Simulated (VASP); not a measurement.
Wanted: the native input for a VASP 6.6.1 run.

```yaml
Task: single point
Functional: PBE
Potentials_or_basis: VASP PAW PBE potentials, release 64 (Ti_sv)
Cutoff: 520 eV
k_mesh: 17 × 17 × 16
Occupations: fermi-dirac, width 0.1 eV
Spin: no spin polarisation
Dipole_correction: no
Further_INCAR_settings: ALGO = Normal; EDIFF = 1e-07; NBANDS = 12
```

The structure of Ti lies in POSCAR:

```
Ti
1.0
    2.5229608445      0.0000000000      0.0000000000
   -1.2614804222      2.1849481841      0.0000000000
    0.0000000000      0.0000000000      2.4780941321
Ti
1
Direct
    0.0000000000      0.0000000000      0.0000000000
```

These files were run (other wordings do the same):

INCAR

```
PREC = Accurate
ENCUT = 520
EDIFF = 1E-7
ISMEAR = -1
SIGMA = 0.1
LREAL = F
LASPH = T
NELM = 60
ALGO = Normal
ISIF = 2
LWAVE = F
LCHARG = F
GGA = PE
NBANDS = 12
```

KPOINTS

```
Automatic mesh
0
Gamma
  17 17 16
```

Potentials or basis: VASP PAW PBE potentials, release 64 (Ti_sv).

Run with:

```sh
$ cat potpaw_PBE.64/Ti_sv/POTCAR > POTCAR
$ mpirun -np 1 vasp_std > vasp.out
```

Results of the run:

```
Pressure               : 37.5 GPa
Band gap on the k mesh : zero (band 6 reaches 11.23 eV, above the bottom of band 7 at 10.26 eV)
```

Run time: 73 s on 1 thread of Intel Xeon 6975P-C, with other jobs on the host, peak memory 0.16 GiB.
